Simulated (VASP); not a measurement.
# Al3GaN4 (P-42m) in VASP: further runs

The runs below take Al3GaN4 through single point, with PBEsol.

All numbers are computed with VASP 6.6.1; they aren't measurements. Logs are shortened: lines on timing, memory, paths and dates and some standing lists are left out, and cuts for length are marked.

### Step 1. The cell of the first run

The structure is tetragonal, space group P-42m (No. 111). Conventional cell: a = 4.416 Å, b = 4.416 Å, c = 4.156 Å, α = 90.00°, β = 90.00°, γ = 90.00°. Al (site symmetry -42m) has 4 N at 1.86 Å within 2.5 Å. Within 2.5 Å of Al (site symmetry 222) lie 4 N at 1.86 Å. Within 2.5 Å of Ga (site symmetry -42m) lie 4 N at 1.91 Å. Within 2.5 Å of N (site symmetry m) lie 3 Al at 1.86 Å and 1 Ga at 1.91 Å.

### Step 2. Single point, PBEsol (10.13 Å³/atom)

INCAR reads:

```
ALGO     = Normal         # electronic algorithm
EDIFF    = 1E-7           # SCF threshold, eV
ENCUT    = 520            # plane-wave cutoff, eV
GGA      = PS             # functional
ISIF     = 2              # what is computed and relaxed
ISMEAR   = 0              # smearing method
LASPH    = T              # aspherical terms in the spheres
LCHARG   = F              # write CHGCAR
LREAL    = F              # projectors in reciprocal space
LWAVE    = F              # write WAVECAR
NBANDS   = 31             # bands
NELM     = 100            # most SCF steps
PREC     = Accurate       # precision mode
SIGMA    = 0.05           # smearing width, eV
```

KPOINTS reads:

```
k-points
0
Gamma
  6 6 6
```

POSCAR reads:

```
Al3GaN4
1.0
    4.4157749172      0.0000000000      0.0000000000
    0.0000000000      4.4157749172      0.0000000000
    0.0000000000      0.0000000000      4.1556857746
Al Ga N
3 1 4
Direct
    0.5000000000      0.5000000000      0.0000000000
    0.5000000000      0.0000000000      0.5000000000
    0.0000000000      0.5000000000      0.5000000000
    0.0000000000      0.0000000000      0.0000000000
    0.7447140287      0.7447140287      0.2552859713
    0.7447140287      0.2552859713      0.7447140287
    0.2552859713      0.7447140287      0.7447140287
    0.2552859713      0.2552859713      0.2552859713
```

Potentials or basis: VASP PAW PBE potentials, release 64 (Al, Ga_d, N).

Run with:

```console
$ cat potpaw_PBE.64/Al/POTCAR potpaw_PBE.64/Ga_d/POTCAR potpaw_PBE.64/N/POTCAR > POTCAR
$ mpirun -np 1 vasp_std > vasp.out
```

OUTCAR:

```text
EDIFF = 1E-7
   ENCUT = 520
   GGA = PS
   ISIF = 2
   ISMEAR = 0
   LASPH = T
   LREAL = F
   NELM = 100
   PREC = Accurate

 ion  position               nearest neighbor table
   1  0.500  0.500  0.000-   5 1.86   6 1.86   7 1.86   8 1.86   2 3.03   3 3.03   2 3.03   3 3.03
                             2 3.03   2 3.03   3 3.03   3 3.03   4 3.12   4 3.12   4 3.12   4 3.12
   2  0.500  0.000  0.500-   5 1.86   6 1.86   7 1.86   8 1.86   1 3.03   4 3.03   1 3.03   4 3.03
                             1 3.03   1 3.03   4 3.03   4 3.03   3 3.12   3 3.12   3 3.12   3 3.12
   3  0.000  0.500  0.500-   5 1.86   6 1.86   7 1.86   8 1.86   1 3.03   4 3.03   1 3.03   4 3.03
                             4 3.03   4 3.03   1 3.03   1 3.03   2 3.12   2 3.12   2 3.12   2 3.12
   4  0.000  0.000  0.000-   5 1.91   6 1.91   7 1.91   8 1.91   2 3.03   3 3.03   2 3.03   3 3.03
                             3 3.03   3 3.03   2 3.03   2 3.03   1 3.12   1 3.12   1 3.12   1 3.12
   5  0.745  0.745  0.255-   1 1.86   2 1.86   3 1.86   4 1.91
   6  0.745  0.255  0.745-   1 1.86   2 1.86   3 1.86   4 1.91
   7  0.255  0.745  0.745-   1 1.86   2 1.86   3 1.86   4 1.91
   8  0.255  0.255  0.255-   1 1.86   2 1.86   3 1.86   4 1.91

  LATTYP: Found a simple tetragonal cell.
 ALAT       =     4.4157749172
 C/A-ratio  =     0.9411000000

  Lattice vectors:

 A1 = (   4.4157749172,   0.0000000000,   0.0000000000)
 A2 = (   0.0000000000,   4.4157749172,   0.0000000000)
 A3 = (   0.0000000000,   0.0000000000,   4.1556857746)

Analysis of symmetry for initial positions (statically):
=====================================================================
 Subroutine PRICEL returns:
 Original cell was already a primitive cell.

 Routine SETGRP: Setting up the symmetry group for a
 simple tetragonal supercell.

 Subroutine GETGRP returns: Found  8 space group operations
 (whereof  8 operations were pure point group operations)
 out of a pool of 16 trial point group operations.

The static configuration has the point symmetry D_2d.

Analysis of symmetry for dynamics (positions and initial velocities):
=====================================================================
 Subroutine PRICEL returns:
 Original cell was already a primitive cell.

 Routine SETGRP: Setting up the symmetry group for a
 simple tetragonal supercell.

 Subroutine GETGRP returns: Found  8 space group operations
 (whereof  8 operations were pure point group operations)
 out of a pool of 16 trial point group operations.

The dynamic configuration has the point symmetry D_2d.

[... 118 lines left out ...]
   POTIM  = 0.5000    time-step for ionic-motion
   TEBEG  =    0.0;   TEEND  =   0.0 temperature during run
   PSTRESS=    0.0 pullay stress
   NELECT =      42.0000    total number of electrons
   NUPDOWN=      -1.0000    fix difference up-down
   EMIN   =  10.00;   EMAX   =-10.00  energy-range for DOS
   EFERMI =   0.00;   METHOD = LEGACY
   ISMEAR =     0;   SIGMA  =   0.05  broadening in eV -4-tet -1-fermi 0-gaus
   EFERMI_NEDOS =   21; number of points for ismear=-14 and -15
   IALGO  =     38    algorithm
   IMIX   =      4    mixing-type and parameters
     AMIX     =   0.40;   BMIX     =  1.00
     AMIX_MAG =   1.60;   BMIX_MAG =  1.00
  volume/ion in A,a.u.               =      10.13        68.35
  Fermi-wavevector in a.u.,A,eV,Ry     =   1.315040  2.485066 23.528978  1.729331
  Thomas-Fermi vector in A             =   2.445251
   LORBIT       =      0    0 simple, 1 ext, 2 COOP (PROOUT), +10 PAW based schemes
   GGA     = PS    functional components
   LHFCALC =     F    Hartree Fock is set to
   AEXX    =    0.0000 exact exchange contribution
   IVDW    =     0    specifies the selected vdW correction
   LEPSILON=     F    determine dielectric tensor
   LRPA    =     F    only Hartree local field effects (RPA)
 non-spin polarized calculation
 Gauss-broadening in eV      SIGMA  =   0.05
  energy-cutoff  :      520.00
  volume of cell :       81.03
 maximum number of plane-waves:      2200
 NGX is ok and might be reduce to    36
   NGX = 17   NGY = 17   NGZ = 15

 number of electron      41.9999990 magnetization

 Free energy of the ion-electron system (eV)
  ---------------------------------------------------
  ext. energy  EPLUGINS =         0.00000000
  ---------------------------------------------------
  free energy    TOTEN  =       -59.71930582 eV

  energy without entropy =      -59.71930582  energy(sigma->0) =      -59.71930582

 E-fermi :   6.5973     XC(G=0): -11.5873

 val. band max:        6.3263242164   @ k =   0.0000   0.0000   0.0000
 cond. band min:       9.3399661723   @ k =   0.0000   0.0000   0.0000
 fundamental gap:      3.0136419559
 Fermi energy:         6.5973209027

 k-point     1 :       0.0000    0.0000    0.0000
  band No.  band energies     occupation
      1      -9.3506      2.00000
      2      -7.3543      2.00000
      3      -7.3543      2.00000
      4      -7.3038      2.00000
      5      -6.4256      2.00000
      6      -6.4043      2.00000
[... 805 lines left out ...]
     30      16.5269      0.00000
     31      17.3652      0.00000

 [... further k-points ...]

------------------------ aborting loop because EDIFF is reached ----------------------------------------

  FORCE on cell =-STRESS in cart. coord.  units (eV):
  Direction    XX          YY          ZZ          XY          YZ          ZX
  --------------------------------------------------------------------------------------
  -------------------------------------------------------------------------------------
  Total        4.9284202      4.9284202      7.9327180      0.0000000      0.0000000      0.0000000
  in kB       97.4454911     97.4454911    156.8469354      0.0000000      0.0000000      0.0000000
  external PRESSURE =     117.2459726 kB  Pullay stress =       0.0000000 kB

 VOLUME and BASIS-vectors are now :
 -----------------------------------------------------------------------------
  energy-cutoff  :      520.00
  volume of cell :       81.03
      direct lattice vectors                 reciprocal lattice vectors
     4.415774917  0.000000000  0.000000000     0.226460818  0.000000000  0.000000000
     0.000000000  4.415774917  0.000000000     0.000000000  0.226460818  0.000000000
     0.000000000  0.000000000  4.155685775     0.000000000  0.000000000  0.240634171

 POSITION                                       TOTAL-FORCE (eV/Angst)
 -----------------------------------------------------------------------------------
      2.20789      2.20789      0.00000         0.000000      0.000000      0.000000
      2.20789      0.00000      2.07784         0.000000     -0.000000      0.000000
      0.00000      2.20789      2.07784         0.000000      0.000000      0.000000
      0.00000      0.00000      0.00000         0.000000      0.000000      0.000000
      3.28849      3.28849      1.06089         0.032985      0.032985      0.061663
      3.28849      1.12729      3.09480         0.032985     -0.032985     -0.061663
      1.12729      3.28849      3.09480        -0.032985      0.032985     -0.061663
      1.12729      1.12729      1.06089        -0.032985     -0.032985      0.061663
 -----------------------------------------------------------------------------------
    total drift:                               -0.000000     -0.000000      0.000000

  FREE ENERGIE OF THE ION-ELECTRON SYSTEM (eV)
  ---------------------------------------------------
  free  energy   TOTEN  =       -59.7193058248 eV

  energy  without entropy=      -59.7193058248  energy(sigma->0) =      -59.71930582
```

stdout:

```text
POSCAR found type information on POSCAR AlGaN
 POSCAR found :  3 types and       8 ions
 scaLAPACK will be used
 -----------------------------------------------------------------------------
|                                                                             |
|                                                                             |
|     You enforced a specific xc type in the INCAR file but a different       |
|     I HOPE YOU KNOW WHAT YOU ARE DOING!                                     |
|                                                                             |
 -----------------------------------------------------------------------------

 LDA part: xc-table for (Slater+PW92), standard interpolation
 POSCAR, INCAR and KPOINTS ok, starting setup
 FFT: planning ... GRIDC
 FFT: planning ... GRID_SOFT
 FFT: planning ... GRID
 WAVECAR not read
 entering main loop
```

It took 3.2 min on 1 thread of Intel Xeon 8259CL, shared host; peak memory 0.24 GiB.

Results:

| Quantity | Value |
| --- | --- |
| Free energy | -59.7193 eV |
| Pressure | 11.7 GPa |
| Largest force | 0.077 eV/Å |
| Band gap on the k mesh | 3.01 eV |

Forces in eV/Å, atoms in the order of the input:
```
Al   0.000  0.000  0.000
Al   0.000  0.000  0.000
Al   0.000  0.000  0.000
Ga   0.000  0.000  0.000
N    0.033  0.033  0.062
N    0.033 -0.033 -0.062
N   -0.033  0.033 -0.062
N   -0.033 -0.033  0.062
```

Stress tensor (GPa, compression positive):
```
 9.74  0.00  0.00
 0.00  9.74  0.00
 0.00  0.00 15.68
```

Caveat: the stress differs along the axes, from 10 to 16 GPa; the PAW data sets were made with another functional, which shifts forces and pressure a little.

### Step 3. Single point, PBEsol (10.13 Å³/atom)

INCAR reads:

```
SYSTEM = Al3GaN4
ALGO     = Normal         ! electronic algorithm
EDIFF    = 1E-6           ! SCF threshold, eV
ENCUT    = 520            ! plane-wave cutoff, eV
GGA      = PS             ! functional
ISIF     = 2              ! what is computed and relaxed
ISMEAR   = 0              ! smearing method
LASPH    = .TRUE.         ! aspherical terms in the spheres
LCHARG   = .FALSE.        ! write CHGCAR
LREAL    = .FALSE.        ! projectors in reciprocal space
LWAVE    = .FALSE.        ! write WAVECAR
NBANDS   = 31             ! bands
NELM     = 60             ! most SCF steps
PREC     = Accurate       ! precision mode
SIGMA    = 0.05           ! smearing width, eV
```

KPOINTS reads:

```
k-points
0
G
  6 6 6
  0 0 0
```

Edit POSCAR of step 2 so:

```diff
@@ -2,5 +2,5 @@
 1.0
-    4.4157749172      0.0000000000      0.0000000000
-    0.0000000000      4.4157749172      0.0000000000
-    0.0000000000      0.0000000000      4.1556857746
+    4.5979715957      0.0000000000      0.0000000000
+    0.0000000000      4.5979715957      0.0000000000
+    0.0000000000      0.0000000000      3.8328691222
 Al Ga N
```

Potentials or basis: VASP PAW PBE potentials, release 64 (Al, Ga_d, N).

Run with:

```console
$ cat potpaw_PBE.64/Al/POTCAR potpaw_PBE.64/Ga_d/POTCAR potpaw_PBE.64/N/POTCAR > POTCAR
$ mpirun -np 1 vasp_std > vasp.out
```

It took 2.2 min on 1 thread of Intel Xeon 8259CL, shared host; peak memory 0.24 GiB.

The run converged. Its results:

```yaml
Free_energy: -59.3339 eV
Pressure: 8.8 GPa
Largest_force: 0.225 eV/Å
Band_gap_on_the_k_mesh: 2.63 eV
```

Forces in eV/Å, atoms in the order of the input:
```
Al   0.000  0.000  0.000
Al   0.000  0.000  0.000
Al   0.000  0.000  0.000
Ga   0.000  0.000  0.000
N    0.109  0.109  0.164
N    0.109 -0.109 -0.164
N   -0.109  0.109 -0.164
N   -0.109 -0.109  0.164
```

Stress tensor (GPa, compression positive):
```
 4.77  0.00  0.00
 0.00  4.77  0.00
 0.00  0.00 16.86
```

Levels at points of the mesh, in eV from the valence-band top:
| k point | band 18 | band 19 | band 20 | band 21 | band 22 | band 23 | band 24 | band 25 |
| --- | --- | --- | --- | --- | --- | --- | --- | --- |
| (0.00, 0.00, 0.00) | -1.86 | -0.57 | -0.57 | 0.00 | 2.63 | 3.38 | 3.45 | 3.45 |
| (0.50, 0.00, 0.00) | -1.39 | -1.19 | -1.09 | -0.90 | 5.21 | 5.25 | 5.25 | 5.36 |
| (0.50, 0.50, 0.00) | -2.07 | -1.80 | -1.80 | -1.65 | 6.55 | 6.58 | 6.62 | 6.62 |
| (0.00, 0.00, 0.50) | -2.27 | -2.27 | -1.97 | -1.97 | 6.02 | 6.21 | 7.23 | 7.23 |
| (0.50, 0.00, 0.50) | -1.02 | -0.89 | -0.81 | -0.59 | 7.03 | 7.64 | 7.80 | 7.98 |
| (0.50, 0.50, 0.50) | -0.58 | -0.58 | -0.54 | -0.11 | 4.81 | 6.08 | 6.09 | 6.09 |

Caveat: the stress differs along the axes, from 5 to 17 GPa; the PAW data sets were made with another functional, which shifts forces and pressure a little. A k mesh can miss the band edges.
